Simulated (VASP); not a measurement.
# RbZnOs3 (P3m1) in VASP: single point with PBE

Aim: the single point of RbZnOs3 with PBE.

Program: VASP 6.6.1. These are calculated values, not measurements. Logs are shortened: lines on timing, memory, paths and dates and some standing lists are left out, and cuts for length are marked.

## (1) The cell of the first run

Symmetry: P3m1, No. 156, trigonal system. Conventional cell: a = 3.647 Å, b = 3.647 Å, c = 12.659 Å, α = 90.00°, β = 90.00°, γ = 120.00°. Within 4.8 Å of Rb (site symmetry 3m) lie 6 Rb at 3.65 Å and 3 Os at 3.91 Å and 3 Zn at 3.96 Å. Within 3.8 Å of Zn (site symmetry 3m) lie 3 Os at 2.91 Å and 6 Zn at 3.65 Å. Os (site symmetry 3m) has 9 Os at 2.91 to 3.65 Å within 3.8 Å. Os (site symmetry 3m) has 3 Zn at 2.91 Å and 9 Os at 2.91 to 3.65 Å within 3.8 Å. Os (site symmetry 3m) has 12 Os at 2.91 to 3.65 Å within 3.8 Å.

## (2) Single point, PBE

INCAR

```
  PREC = Accurate
  ENCUT = 520
  EDIFF = 1E-6
  ISMEAR = 0
  SIGMA = 0.1
  LREAL = False
  LASPH = True
  NELM = 60
  ALGO = Normal
  ISIF = 2
  LWAVE = False
  LCHARG = False
  GGA = PE
  NBANDS = 30
```

KPOINTS

```
Automatic mesh
0
Gamma
  6 6 2
```

POSCAR

```
RbZnOs3
1.0
    3.6470825900      0.0000000000      0.0000000000
   -1.8235413000      3.1584661700      0.0000000000
    0.0000000000      0.0000000000     12.6590134300
Rb Zn Os
1 1 3
Direct
    0.3333333300      0.6666666700      0.2598477100
    0.6666666700      0.3333333300      0.5246322900
    0.0000000000      0.0000000000      0.0000000000
    0.0000000000      0.0000000000      0.6830881900
    0.6666666700      0.3333333300      0.8415441000
```

Potentials or basis: VASP PAW PBE potentials, release 64 (Rb_sv, Zn, Os).

Started as:

```bash
$ cat potpaw_PBE.64/Rb_sv/POTCAR potpaw_PBE.64/Zn/POTCAR potpaw_PBE.64/Os/POTCAR > POTCAR
$ mpirun -np 1 vasp_std > vasp.out
```

OUTCAR:

```text
PREC = Accurate
   ENCUT = 520
   EDIFF = 1E-6
   ISMEAR = 0
   LREAL = False
   LASPH = True
   NELM = 60
   ISIF = 2
   GGA = PE

 ion  position               nearest neighbor table
   1  0.333  0.667  0.260-   3 3.91   3 3.91   3 3.91   2 3.96   2 3.96   2 3.96
   2  0.667  0.333  0.525-   4 2.91   4 2.91   4 2.91   1 3.96   1 3.96   1 3.96
   3  0.000  0.000  0.000-   5 2.91   5 2.91   5 2.91   1 3.91   1 3.91   1 3.91
   4  0.000  0.000  0.683-   2 2.91   2 2.91   2 2.91   5 2.91   5 2.91   5 2.91
   5  0.667  0.333  0.842-   3 2.91   3 2.91   3 2.91   4 2.91   4 2.91   4 2.91

  LATTYP: Found a hexagonal cell.
 ALAT       =     3.6470825900
 C/A-ratio  =     3.4709971923

  Lattice vectors:

 A1 = (   3.6470825900,   0.0000000000,   0.0000000000)
 A2 = (  -1.8235413000,   3.1584661700,   0.0000000000)
 A3 = (   0.0000000000,   0.0000000000,  12.6590134300)

Analysis of symmetry for initial positions (statically):
=====================================================================
 Subroutine PRICEL returns:
 Original cell was already a primitive cell.

 Routine SETGRP: Setting up the symmetry group for a
 hexagonal supercell.

 Subroutine GETGRP returns: Found  6 space group operations
 (whereof  6 operations were pure point group operations)
 out of a pool of 24 trial point group operations.

The static configuration has the point symmetry C_3v.

Analysis of symmetry for dynamics (positions and initial velocities):
=====================================================================
 Subroutine PRICEL returns:
 Original cell was already a primitive cell.

 Routine SETGRP: Setting up the symmetry group for a
 hexagonal supercell.

 Subroutine GETGRP returns: Found  6 space group operations
 (whereof  6 operations were pure point group operations)
 out of a pool of 24 trial point group operations.

The dynamic configuration has the point symmetry C_3v.

 Subroutine INISYM returns: Found  6 space group operations
 (whereof  6 operations are pure point group operations),
 and found     1 'primitive' translations

----------------------------------------------------------------------------------------

                                     Primitive cell

  volume of cell :     145.8215

  direct lattice vectors                    reciprocal lattice vectors
     3.647082590  0.000000000  0.000000000     0.274191762  0.158304688  0.000000000
    -1.823541300  3.158466170  0.000000000     0.000000000  0.316609375  0.000000000
     0.000000000  0.000000000 12.659013430     0.000000000  0.000000000  0.078995097

  length of vectors
     3.647082590  3.647082590 12.659013430     0.316609375  0.316609375  0.078995097

  position of ions in fractional coordinates (direct lattice)
     0.333333330  0.666666670  0.259847710
     0.666666670  0.333333330  0.524632290
     0.000000000  0.000000000  0.000000000
     0.000000000  0.000000000  0.683088190
     0.666666670  0.333333330  0.841544100

  ion indices of the primitive-cell ions
   primitive index   ion index
                 1           1
                 2           2
                 3           3
                 4           4
                 5           5

----------------------------------------------------------------------------------------

 KPOINTS: Automatic mesh

Automatic generation of k-mesh.
 Grid dimensions read from file:
 generate k-points for:    6    6    2

 Generating k-lattice:

  Cartesian coordinates                     Fractional coordinates (reciprocal lattice)
     0.045698627  0.026384115  0.000000000     0.166666667 -0.000000000  0.000000000
     0.000000000  0.052768229  0.000000000     0.000000000  0.166666667  0.000000000
     0.000000000  0.000000000  0.039497549     0.000000000  0.000000000  0.500000000

  Length of vectors
     0.052768229  0.052768229  0.039497549

  Shift w.r.t. Gamma in fractional coordinates (k-lattice)
     0.000000000  0.000000000  0.000000000

 Subroutine IBZKPT returns following result:
 ===========================================

 Found     14 irreducible k-points:

 Following reciprocal coordinates:
            Coordinates               Weight
  0.000000  0.000000  0.000000      1.000000
  0.166667  0.000000  0.000000      6.000000
  0.333333  0.000000  0.000000      6.000000
  0.500000  0.000000  0.000000      3.000000
  0.166667  0.166667  0.000000      6.000000
  0.333333  0.166667  0.000000     12.000000
  0.333333  0.333333  0.000000      2.000000
  0.000000  0.000000  0.500000      1.000000
  0.166667  0.000000  0.500000      6.000000
  0.333333  0.000000  0.500000      6.000000
  0.500000  0.000000  0.500000      3.000000
  0.166667  0.166667  0.500000      6.000000
  0.333333  0.166667  0.500000     12.000000
  0.333333  0.333333  0.500000      2.000000
   k-points           NKPTS =     14   k-points in BZ     NKDIM =     14   number of bands    NBANDS=     30
   number of dos      NEDOS =    301   number of ions     NIONS =      5
   total plane-waves  NPLWV =  75264
   dimension x,y,z NGX =    28 NGY =   28 NGZ =   96
   dimension x,y,z NGXF=    56 NGYF=   56 NGZF=  192
   ions per type =               1   1   3
   NGX,Y,Z   is equivalent  to a cutoff of  12.76, 12.76, 12.61 a.u.
   NGXF,Y,Z  is equivalent  to a cutoff of  25.53, 25.53, 25.21 a.u.
 SYSTEM =  unknown system
   PREC   = accura    normal or accurate (medium, high low for compatibility)
   ISTART =      0    job   : 0-new  1-cont  2-samecut
   ICHARG =      2    charge: 1-file 2-atom 10-const
   ISPIN  =      1    spin polarized calculation?
   LNONCOLLINEAR =      F non collinear calculations
   LSORBIT =      F    spin-orbit coupling
   LASPH  =      T    aspherical Exc in radial PAW
   ENCUT  =  520.0 eV  38.22 Ry    6.18 a.u.   6.78  6.78 23.54*2*pi/ulx,y,z
   NELM   =     60;   NELMIN=  2; NELMDL= -5     # of ELM steps
   EDIFF  = 0.1E-05   stopping-criterion for ELM
   LREAL  =      F    real-space projection
   EDIFFG = 0.1E-04   stopping-criterion for IOM
   NSW    =      0    number of steps for IOM
   IBRION =     -1    ionic relax: 0-MD 1-quasi-New 2-CG
   NFREE  =      0    steps in history (QN), initial steepest desc. (CG)
   ISIF   =      2    stress and relaxation
   ISYM   =      2    0-nonsym 1-usesym 2-fastsym
   POTIM  = 0.5000    time-step for ionic-motion
   TEBEG  =    0.0;   TEEND  =   0.0 temperature during run
   PSTRESS=    0.0 pullay stress
   NELECT =      45.0000    total number of electrons
   NUPDOWN=      -1.0000    fix difference up-down
   EMIN   =  10.00;   EMAX   =-10.00  energy-range for DOS
   EFERMI =   0.00;   METHOD = LEGACY
   ISMEAR =     0;   SIGMA  =   0.10  broadening in eV -4-tet -1-fermi 0-gaus
   EFERMI_NEDOS =   21; number of points for ismear=-14 and -15
   IALGO  =     38    algorithm
   IMIX   =      4    mixing-type and parameters
     AMIX     =   0.40;   BMIX     =  1.00
     AMIX_MAG =   1.60;   BMIX_MAG =  1.00
  volume/ion in A,a.u.               =      29.16       196.81
  Fermi-wavevector in a.u.,A,eV,Ry     =   1.106297  2.090598 16.652079  1.223893
  Thomas-Fermi vector in A             =   2.242796
   LORBIT       =      0    0 simple, 1 ext, 2 COOP (PROOUT), +10 PAW based schemes
   GGA     = PE    functional components
   LHFCALC =     F    Hartree Fock is set to
   AEXX    =    0.0000 exact exchange contribution
   IVDW    =     0    specifies the selected vdW correction
   LEPSILON=     F    determine dielectric tensor
   LRPA    =     F    only Hartree local field effects (RPA)
 non-spin polarized calculation
 Gauss-broadening in eV      SIGMA  =   0.10
  energy-cutoff  :      520.00
  volume of cell :      145.82
 maximum number of plane-waves:      3947
 NGX is ok and might be reduce to    28
   NGX = 13   NGY = 13   NGZ = 47

 number of electron      45.0000008 magnetization

 Free energy of the ion-electron system (eV)
  ---------------------------------------------------
  ext. energy  EPLUGINS =         0.00000000
  ---------------------------------------------------
  free energy    TOTEN  =       -25.42407935 eV

  energy without entropy =      -25.37255590  energy(sigma->0) =      -25.39831763

 E-fermi :   2.0566     XC(G=0):  -9.4191

 val. band max:        2.0557558962   @ k =   0.1667   0.1667   0.0000
 cond. band min:       2.0571947273   @ k =   0.1667   0.1667   0.5000
 fundamental gap:      0.0014388311
 Fermi energy:         2.0565884563

 k-point     1 :       0.0000    0.0000    0.0000
  band No.  band energies     occupation
      1     -26.8506      2.00000
      2     -10.8147      2.00000
      3     -10.4304      2.00000
      4     -10.4304      2.00000
      5      -4.6031      2.00000
      6      -4.5390      2.00000
[... 22 lines left out ...]
     29       3.1289      0.00000
     30       4.6745      0.00000

 k-point     2 :       0.1667    0.0000    0.0000
  band No.  band energies     occupation
      1     -26.8133      2.00000
      2     -10.7652      2.00000
      3     -10.7542      2.00000
      4     -10.5000      2.00000
      5      -4.5811      2.00000
      6      -4.5643      2.00000
[... 22 lines left out ...]
     29       3.4629      0.00000
     30       5.6629      0.00000

 k-point     3 :       0.3333    0.0000    0.0000
  band No.  band energies     occupation
      1     -26.7372      2.00000
      2     -11.3642      2.00000
      3     -10.6344      2.00000
      4     -10.6323      2.00000
      5      -4.6119      2.00000
      6      -4.5722      2.00000
[... 22 lines left out ...]
     29       3.9728      0.00000
     30       4.6711      0.00000

 k-point     4 :       0.5000    0.0000    0.0000
  band No.  band energies     occupation
      1     -26.6984      2.00000
      2     -11.6381      2.00000
      3     -10.6994      2.00000
      4     -10.5692      2.00000
      5      -4.6298      2.00000
      6      -4.5901      2.00000
[... 286 lines left out ...]
     29       4.9520      0.00000
     30       5.0987      0.00000

 k-point    13 :       0.3333    0.1667    0.5000
  band No.  band energies     occupation
      1     -26.6985      2.00000
      2     -11.4934      2.00000
      3     -10.8770      2.00000
      4     -10.5697      2.00000
      5      -4.6063      2.00000
      6      -4.5618      2.00000
[... 22 lines left out ...]
     29       4.1477      0.00000
     30       4.6836      0.00000

 k-point    14 :       0.3333    0.3333    0.5000
  band No.  band energies     occupation
      1     -26.6791      2.00000
      2     -11.2861      2.00000
      3     -11.2851      2.00000
      4     -10.5384      2.00000
      5      -4.5831      2.00000
      6      -4.5738      2.00000
[... 22 lines left out ...]
     29       4.2890      0.00000
     30       4.5811      0.00000

------------------------ aborting loop because EDIFF is reached ----------------------------------------

  FORCE on cell =-STRESS in cart. coord.  units (eV):
  Direction    XX          YY          ZZ          XY          YZ          ZX
  --------------------------------------------------------------------------------------
  -------------------------------------------------------------------------------------
  Total      -18.8768789    -18.8768789    -21.2371069      0.0000000      0.0000000      0.0000000
  in kB     -207.4049339   -207.4049336   -233.3373420      0.0000003      0.0000000      0.0000000
  external PRESSURE =    -216.0490698 kB  Pullay stress =       0.0000000 kB

 VOLUME and BASIS-vectors are now :
 -----------------------------------------------------------------------------
  energy-cutoff  :      520.00
  volume of cell :      145.82
      direct lattice vectors                 reciprocal lattice vectors
     3.647082590  0.000000000  0.000000000     0.274191762  0.158304688  0.000000000
    -1.823541300  3.158466170  0.000000000     0.000000000  0.316609375  0.000000000
     0.000000000  0.000000000 12.659013430     0.000000000  0.000000000  0.078995097

 POSITION                                       TOTAL-FORCE (eV/Angst)
 -----------------------------------------------------------------------------------
     -0.00000      2.10564      3.28942         0.000000      0.000000     -0.323032
      1.82354      1.05282      6.64133        -0.000000     -0.000000      1.318098
      0.00000      0.00000      0.00000        -0.000000     -0.000000     -3.546192
      0.00000      0.00000      8.64722        -0.000000     -0.000000      2.025612
      1.82354      1.05282     10.65312        -0.000000      0.000000      0.525514
 -----------------------------------------------------------------------------------
    total drift:                                0.000006     -0.000004      0.001109

  FREE ENERGIE OF THE ION-ELECTRON SYSTEM (eV)
  ---------------------------------------------------
  free  energy   TOTEN  =       -25.4240793491 eV

  energy  without entropy=      -25.3725559018  energy(sigma->0) =      -25.39831763
```

Wall time 42 s (1 thread of Intel Xeon 6975P-C (Granite Rapids), shared host); peak memory 0.29 GiB.

What came out:

| Quantity | Value |
| --- | --- |
| Free energy | -25.4241 eV |
| Pressure | -21.6 GPa |
| Largest force | 3.546 eV/Å |

Forces in eV/Å, atoms in the order of the input:
```
Rb   0.000  0.000 -0.323
Zn   0.000  0.000  1.318
Os   0.000  0.000 -3.546
Os   0.000  0.000  2.026
Os   0.000  0.000  0.526
```

Caveat: spin-orbit coupling is left out, which moves the levels of the heavy elements; forces of over 1 eV/Å act on the atoms, so gaps and moduli don't describe the material at rest.
